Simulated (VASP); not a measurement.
# AlCo in VASP: a series of runs

AlCo is run at these levels: LDA, PBE; tasks: single point.

Everything below comes from runs of VASP 6.6.1. Logs are shortened: lines on timing, memory, paths and dates and some standing lists are left out, and cuts for length are marked.

### Step 1. The cell of the first run

Symmetry: Pm-3m, No. 221, cubic system. The conventional cell has a = 2.857 Å, b = 2.857 Å, c = 2.857 Å, α = 90.00°, β = 90.00°, γ = 90.00°. Within 3.3 Å of Co (site symmetry m-3m) lie 8 Al at 2.47 Å and 6 Co at 2.86 Å. Al (site symmetry m-3m) has 8 Co at 2.47 Å and 6 Al at 2.86 Å within 3.3 Å.

### Step 2. Single point, LDA, collinear spin, ferromagnetic start (volume scaled by 1.04)

Contents of INCAR:

```
PREC = Accurate
ENCUT = 520
EDIFF = 1E-6
ISMEAR = -1
SIGMA = 0.05
LREAL = False
LASPH = True
NELM = 150
ALGO = Normal
ISIF = 2
LWAVE = False
LCHARG = False
ISPIN = 2
MAGMOM = 2 0
LORBIT = 11
LMAXMIX = 4
GGA = CA
NBANDS = 17
```

Contents of KPOINTS:

```
Automatic mesh
0
Gamma
  9 9 9
```

Contents of POSCAR:

```
AlCo
1.0
    2.8565048754      0.0000000000      0.0000000000
    0.0000000000      2.8565048754      0.0000000000
    0.0000000000      0.0000000000      2.8565048754
Co Al
1 1
Direct
    0.5000000000      0.5000000000      0.5000000000
    0.0000000000      0.0000000000      0.0000000000
```

Potentials or basis: VASP PAW LDA potentials, release 64 (Co, Al).

Started as:

```
$ cat potpaw_LDA.64/Co/POTCAR potpaw_LDA.64/Al/POTCAR > POTCAR
$ mpirun -np 1 vasp_std > vasp.out
```

OUTCAR:

```text
PREC = Accurate
   ENCUT = 520
   EDIFF = 1E-6
   ISMEAR = -1
   LREAL = False
   LASPH = True
   NELM = 150
   ISIF = 2
   ISPIN = 2
   LORBIT = 11
   GGA = CA

 ion  position               nearest neighbor table
   1  0.500  0.500  0.500-   2 2.47   2 2.47   2 2.47   2 2.47   2 2.47   2 2.47   2 2.47   2 2.47

   2  0.000  0.000  0.000-   1 2.47   1 2.47   1 2.47   1 2.47   1 2.47   1 2.47   1 2.47   1 2.47

  LATTYP: Found a simple cubic cell.
 ALAT       =     2.8565048754

  Lattice vectors:

 A1 = (   2.8565048754,   0.0000000000,   0.0000000000)
 A2 = (   0.0000000000,   2.8565048754,   0.0000000000)
 A3 = (   0.0000000000,   0.0000000000,   2.8565048754)

Analysis of symmetry for initial positions (statically):
=====================================================================
 Subroutine PRICEL returns:
 Original cell was already a primitive cell.

 Routine SETGRP: Setting up the symmetry group for a
 simple cubic supercell.

 Subroutine GETGRP returns: Found 48 space group operations
 (whereof 48 operations were pure point group operations)
 out of a pool of 48 trial point group operations.

The static configuration has the point symmetry O_h .

Analysis of symmetry for dynamics (positions and initial velocities):
=====================================================================
 Subroutine PRICEL returns:
 Original cell was already a primitive cell.

 Routine SETGRP: Setting up the symmetry group for a
 simple cubic supercell.

 Subroutine GETGRP returns: Found 48 space group operations
 (whereof 48 operations were pure point group operations)
 out of a pool of 48 trial point group operations.

The dynamic configuration has the point symmetry O_h .

Analysis of structural, dynamic, and magnetic symmetry:
=====================================================================
 Subroutine PRICEL returns:
 Original cell was already a primitive cell.

 Routine SETGRP: Setting up the symmetry group for a
 simple cubic supercell.

 Subroutine GETGRP returns: Found 48 space group operations
 (whereof 48 operations were pure point group operations)
 out of a pool of 48 trial point group operations.

The overall configuration has the point symmetry O_h .

 Subroutine INISYM returns: Found 48 space group operations
 (whereof 48 operations are pure point group operations),
 and found     1 'primitive' translations

----------------------------------------------------------------------------------------

                                     Primitive cell

  volume of cell :      23.3080

  direct lattice vectors                    reciprocal lattice vectors
     2.856504875  0.000000000  0.000000000     0.350078170  0.000000000  0.000000000
     0.000000000  2.856504875  0.000000000     0.000000000  0.350078170  0.000000000
     0.000000000  0.000000000  2.856504875     0.000000000  0.000000000  0.350078170

  length of vectors
     2.856504875  2.856504875  2.856504875     0.350078170  0.350078170  0.350078170

  position of ions in fractional coordinates (direct lattice)
     0.500000000  0.500000000  0.500000000
     0.000000000  0.000000000  0.000000000

  ion indices of the primitive-cell ions
   primitive index   ion index
                 1           1
                 2           2

----------------------------------------------------------------------------------------

 KPOINTS: Automatic mesh

Automatic generation of k-mesh.
 Grid dimensions read from file:
 generate k-points for:    9    9    9

 Generating k-lattice:

  Cartesian coordinates                     Fractional coordinates (reciprocal lattice)
     0.038897574  0.000000000  0.000000000     0.111111111  0.000000000  0.000000000
     0.000000000  0.038897574  0.000000000     0.000000000  0.111111111  0.000000000
     0.000000000  0.000000000  0.038897574     0.000000000  0.000000000  0.111111111

  Length of vectors
     0.038897574  0.038897574  0.038897574

  Shift w.r.t. Gamma in fractional coordinates (k-lattice)
     0.000000000  0.000000000  0.000000000

 Subroutine IBZKPT returns following result:
 ===========================================

 Found     35 irreducible k-points:

 Following reciprocal coordinates:
            Coordinates               Weight
  0.000000  0.000000  0.000000      1.000000
  0.111111  0.000000  0.000000      6.000000
  0.222222  0.000000  0.000000      6.000000
  0.333333  0.000000  0.000000      6.000000
  0.444444  0.000000  0.000000      6.000000
  0.111111  0.111111  0.000000     12.000000
[... 16 lines left out ...]
  0.333333  0.333333  0.111111     24.000000
  0.444444  0.333333  0.111111     48.000000
 [... further k-points ...]
   k-points           NKPTS =     35   k-points in BZ     NKDIM =     35   number of bands    NBANDS=     17
   number of dos      NEDOS =    301   number of ions     NIONS =      2
   total plane-waves  NPLWV =  13824
   dimension x,y,z NGX =    24 NGY =   24 NGZ =   24
   dimension x,y,z NGXF=    48 NGYF=   48 NGZF=   48
   ions per type =               1   1
   NGX,Y,Z   is equivalent  to a cutoff of  13.97, 13.97, 13.97 a.u.
   NGXF,Y,Z  is equivalent  to a cutoff of  27.94, 27.94, 27.94 a.u.
 SYSTEM =  unknown system
   PREC   = accura    normal or accurate (medium, high low for compatibility)
   ISTART =      0    job   : 0-new  1-cont  2-samecut
   ICHARG =      2    charge: 1-file 2-atom 10-const
   ISPIN  =      2    spin polarized calculation?
   LNONCOLLINEAR =      F non collinear calculations
   LSORBIT =      F    spin-orbit coupling
   LASPH  =      T    aspherical Exc in radial PAW
   ENCUT  =  520.0 eV  38.22 Ry    6.18 a.u.   5.31  5.31  5.31*2*pi/ulx,y,z
   NELM   =    150;   NELMIN=  2; NELMDL= -5     # of ELM steps
   EDIFF  = 0.1E-05   stopping-criterion for ELM
   LREAL  =      F    real-space projection
   EDIFFG = 0.1E-04   stopping-criterion for IOM
   NSW    =      0    number of steps for IOM
   IBRION =     -1    ionic relax: 0-MD 1-quasi-New 2-CG
   NFREE  =      0    steps in history (QN), initial steepest desc. (CG)
   ISIF   =      2    stress and relaxation
   ISYM   =      2    0-nonsym 1-usesym 2-fastsym
   POTIM  = 0.5000    time-step for ionic-motion
   TEBEG  =    0.0;   TEEND  =   0.0 temperature during run
   PSTRESS=    0.0 pullay stress
   NELECT =      12.0000    total number of electrons
   NUPDOWN=      -1.0000    fix difference up-down
   EMIN   =  10.00;   EMAX   =-10.00  energy-range for DOS
   EFERMI =   0.00;   METHOD = LEGACY
   ISMEAR =    -1;   SIGMA  =   0.05  broadening in eV -4-tet -1-fermi 0-gaus
   EFERMI_NEDOS =   21; number of points for ismear=-14 and -15
   IALGO  =     38    algorithm
   IMIX   =      4    mixing-type and parameters
     AMIX     =   0.40;   BMIX     =  1.00
     AMIX_MAG =   1.60;   BMIX_MAG =  1.00
  volume/ion in A,a.u.               =      11.65        78.65
  Fermi-wavevector in a.u.,A,eV,Ry     =   1.312100  2.479510 23.423878  1.721606
  Thomas-Fermi vector in A             =   2.442516
   LORBIT       =     11    0 simple, 1 ext, 2 COOP (PROOUT), +10 PAW based schemes
   GGA     = CA    functional components
   LHFCALC =     F    Hartree Fock is set to
   AEXX    =    0.0000 exact exchange contribution
   IVDW    =     0    specifies the selected vdW correction
   LEPSILON=     F    determine dielectric tensor
   LRPA    =     F    only Hartree local field effects (RPA)
 spin polarized calculation
  energy-cutoff  :      520.00
  volume of cell :       23.31
 maximum number of plane-waves:       647
 NGX is ok and might be reduce to    24
   NGX = 11   NGY = 11   NGZ = 11

 number of electron      11.9999997 magnetization      -0.0030651

 number of electron      11.9999997 magnetization       0.0005619

 Free energy of the ion-electron system (eV)
  ---------------------------------------------------
  ext. energy  EPLUGINS =         0.00000000
  ---------------------------------------------------
  free energy    TOTEN  =       -13.65890662 eV

  energy without entropy =      -13.65399897  energy(sigma->0) =      -13.65645280

 E-fermi :  10.1685     XC(G=0): -12.4776

 val. band max:       10.1242021921   @ k =   0.4444   0.4444   0.1111
 cond. band min:      10.2794575736   @ k =   0.4444   0.3333   0.0000
 fundamental gap:      0.1552553814
 Fermi energy:        10.1684573267

 spin component 1

 k-point     1 :       0.0000    0.0000    0.0000
  band No.  band energies     occupation
      1      -0.7586      1.00000
      2       7.2493      1.00000
      3       7.2493      1.00000
      4       9.4035      1.00000
      5       9.4035      1.00000
      6       9.4035      1.00000
[... 9 lines left out ...]
     16      33.8914      0.00000
     17      33.8914      0.00000
[... 441 lines left out ...]
 k-point    24 :       0.4444    0.3333    0.1111
  band No.  band energies     occupation
      1       4.3493      1.00000
      2       6.0274      1.00000
      3       7.5540      1.00000
      4       8.1540      1.00000
      5       8.9033      1.00000
      6       9.0338      1.00000
[... 9 lines left out ...]
     16      31.5766      0.00000
     17      33.1619      0.00000

 [... further k-points ...]

 spin component 2

 k-point     1 :       0.0000    0.0000    0.0000
  band No.  band energies     occupation
      1      -0.7585      1.00000
      2       7.2501      1.00000
      3       7.2501      1.00000
      4       9.4046      1.00000
      5       9.4046      1.00000
      6       9.4046      1.00000
[... 9 lines left out ...]
     16      33.8916      0.00000
     17      33.8916      0.00000
[... 441 lines left out ...]
 k-point    24 :       0.4444    0.3333    0.1111
  band No.  band energies     occupation
      1       4.3494      1.00000
      2       6.0278      1.00000
      3       7.5546      1.00000
      4       8.1549      1.00000
      5       8.9043      1.00000
      6       9.0346      1.00000
[... 9 lines left out ...]
     16      31.5765      0.00000
     17      33.1615      0.00000

 [... further k-points ...]
[... 5 lines left out ...]
  --------------------------------------------------------------------------------------
  -------------------------------------------------------------------------------------
  Total       -1.6829591     -1.6829591     -1.6829591      0.0000000     -0.0000000     -0.0000000
  in kB     -115.6855802   -115.6855802   -115.6855802      0.0000000     -0.0000000     -0.0000000
  external PRESSURE =    -115.6855802 kB  Pullay stress =       0.0000000 kB

 VOLUME and BASIS-vectors are now :
 -----------------------------------------------------------------------------
  energy-cutoff  :      520.00
  volume of cell :       23.31
      direct lattice vectors                 reciprocal lattice vectors
     2.856504875  0.000000000  0.000000000     0.350078170  0.000000000  0.000000000
     0.000000000  2.856504875  0.000000000     0.000000000  0.350078170  0.000000000
     0.000000000  0.000000000  2.856504875     0.000000000  0.000000000  0.350078170

 POSITION                                       TOTAL-FORCE (eV/Angst)
 -----------------------------------------------------------------------------------
      1.42825      1.42825      1.42825         0.000000      0.000000      0.000000
      0.00000      0.00000      0.00000         0.000000      0.000000      0.000000
 -----------------------------------------------------------------------------------
    total drift:                                0.000000     -0.000000     -0.000000

  FREE ENERGIE OF THE ION-ELECTRON SYSTEM (eV)
  ---------------------------------------------------
  free  energy   TOTEN  =       -13.6589066211 eV

  energy  without entropy=      -13.6539989690  energy(sigma->0) =      -13.65645280

 total charge

# of ion       s       p       d       tot
------------------------------------------
    1        0.434   0.497   7.530   8.461
    2        0.399   0.430   0.000   0.829
--------------------------------------------------
tot          0.833   0.927   7.530   9.290

 magnetization (x)

# of ion       s       p       d       tot
------------------------------------------
    1        0.000  -0.000   0.000   0.000
    2       -0.000  -0.000   0.000  -0.000
--------------------------------------------------
tot         -0.000  -0.000   0.000   0.000
```

Run time: 18 s. Hardware: 1 thread of Intel Xeon Platinum 8259CL at 2.50GHz (Skylake/Cascade Lake), shared host; peak memory 0.14 GiB.

What came out:

```
Free energy                                           : -13.6589 eV
Pressure                                              : -11.6 GPa
Band gap on the k mesh                                : zero (filled and empty bands overlap)
Net moment                                            : 0.00 μB per cell
Valence electrons inside the program's atomic spheres : Co 8.46; Al 0.83
```

Caveat: the starting moments collapsed, and a magnetic state may lie lower.

### Step 3. Single point, LDA, collinear spin, ferromagnetic start (volume scaled by 1.06)

Contents of INCAR:

```
ALGO = Fast ; EDIFF = 1E-6
ENCUT = 520 ; GGA = CA
ISIF = 2 ; ISMEAR = -1
ISPIN = 2 ; LASPH = True
LCHARG = False ; LMAXMIX = 4
LORBIT = 11 ; LREAL = False
LWAVE = False ; MAGMOM = 2 0
NBANDS = 17 ; NELM = 150
PREC = Accurate ; SIGMA = 0.05
```

Contents of KPOINTS:

```
k-points
0
Gamma
  9 9 9
```

Contents of POSCAR:

```
AlCo
1.0
    2.8746996645      0.0000000000      0.0000000000
    0.0000000000      2.8746996645      0.0000000000
    0.0000000000      0.0000000000      2.8746996645
Co Al
1 1
Direct
    0.5000000000      0.5000000000      0.5000000000
    0.0000000000      0.0000000000      0.0000000000
```

Potentials or basis: VASP PAW LDA potentials, release 64 (Co, Al).

Started as:

```
$ cat potpaw_LDA.64/Co/POTCAR potpaw_LDA.64/Al/POTCAR > POTCAR
$ mpirun -np 1 vasp_std > vasp.out
```

It took 22 s on 1 thread of Intel Xeon Platinum 8259CL at 2.50GHz (Skylake/Cascade Lake), shared host; peak memory 0.14 GiB.

It converged, with:

* Free energy: -13.6220 eV
* Pressure: -14.6 GPa
* Band gap on the k mesh: zero (filled and empty bands overlap)
* Net moment: 0.00 μB per cell
* Valence electrons inside the program's atomic spheres: Co 8.43; Al 0.82

Levels at points of the mesh, in eV from the Fermi level:
Spin up:
```csv
k point,band 4,band 5,band 6,band 7,band 8,band 9
"(0.00, 0.00, 0.00)",-0.74,-0.74,-0.74,5.85,5.85,5.85
```
Spin down:
```
           k point  band 3  band 4  band 5  band 6  band 7  band 8  band 9  band 10
(0.00, 0.00, 0.00)   -2.83   -0.74   -0.74   -0.74    5.85    5.85    5.85     8.76
```

Caveat: the starting moments collapsed, and a magnetic state may lie lower.

(Continued in part 2 of 2.)
